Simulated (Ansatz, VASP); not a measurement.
# WS2: VASP beside Ansatz

```
W S
1.0
     5.77782    0.00000    0.00000
     0.00000    5.77782    0.00000
     0.00000    0.00000    5.03100
W S
2 4
Direct
  0.50000 0.50000 0.07496
  0.50000 0.50000 0.55392
  0.25125 0.25125 0.81442
  0.74875 0.74875 0.81442
  0.74875 0.25125 0.81442
  0.25125 0.74875 0.81442
```

Alike in both runs: functional PBE; k mesh 4 × 4 × 4; occupations gaussian, width 0.1 eV; collinear spin.

Ansatz relaxed the structure, and its values are those at the end. VASP's run is a single point on that final structure, the one shown.

```csv
,VASP,Ansatz
version,VASP 6.6.1,Ansatz 0.2.0
potentials or method,"VASP PAW PBE potentials, release 64 (W_sv, S), cutoff 520 eV","scalar-relativistic, plane waves, PAW"
valence electrons in the cell,52,52
```

```csv
,VASP,Ansatz,Ansatz less VASP
gap on the k mesh at the Fermi level (eV),none,none,-
pressure (GPa),0.1,0.1,-0.01
rms of the force components (eV/Å),0.038,0.003,-0.0349
net moment per atom (μB),0.00,0.09,+0.092
size of the moment on the site where the two differ most (μB),0.00,0.15,+0.146
```

Site moments also hang on the region over which each program counts them. A gap of «none» marks a metal or a gap that the smearing closes. The functional is the same, so the differences come from potentials, cutoffs and numerics. Ansatz's warnings: no starting moments.

Neither program's run includes spin-orbit coupling.
